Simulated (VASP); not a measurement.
A run of VASP 6.6.1:

Contents of INCAR:

```
  PREC = Accurate
  ENCUT = 600
  EDIFF = 1E-6
  ISMEAR = 0
  SIGMA = 0.15
  LREAL = False
  LASPH = True
  NELM = 120
  ALGO = Normal
  ISIF = 2
  LWAVE = False
  LCHARG = True
  GGA = PE
  LELF = True
  LVHAR = True
  NBANDS = 9
  GGA_COMPAT = False
```

KPOINTS

```
regular mesh
0
Gamma
  6 6 3
```

File POSCAR:

```
BeH2
1.0
    2.1247299412      0.0000000000      0.0000000000
    0.0000000000      2.1247299412      0.0000000000
    0.0000000000      0.0000000000      4.7398066422
Be H
1 2
Direct
    0.0000000000      0.0000000000      0.0000000000
    0.5000000000      0.5000000000      0.2090711050
    0.5000000000      0.5000000000      0.7909288950
```

Potentials or basis: VASP PAW PBE potentials, release 64 (Be, H).

Run with:

```bash
$ cat potpaw_PBE.64/Be/POTCAR potpaw_PBE.64/H/POTCAR > POTCAR
$ mpirun -np 1 vasp_std > vasp.out
```

Hardware: 1 thread of Intel Xeon 8259CL (shared host).

Q: Estimate the wall time of this run.

A: Run time: 8.9 s on 1 thread of Intel Xeon 8259CL, with other jobs on the host, peak memory 0.13 GiB. Counts: scf iterations 11, k points 20.
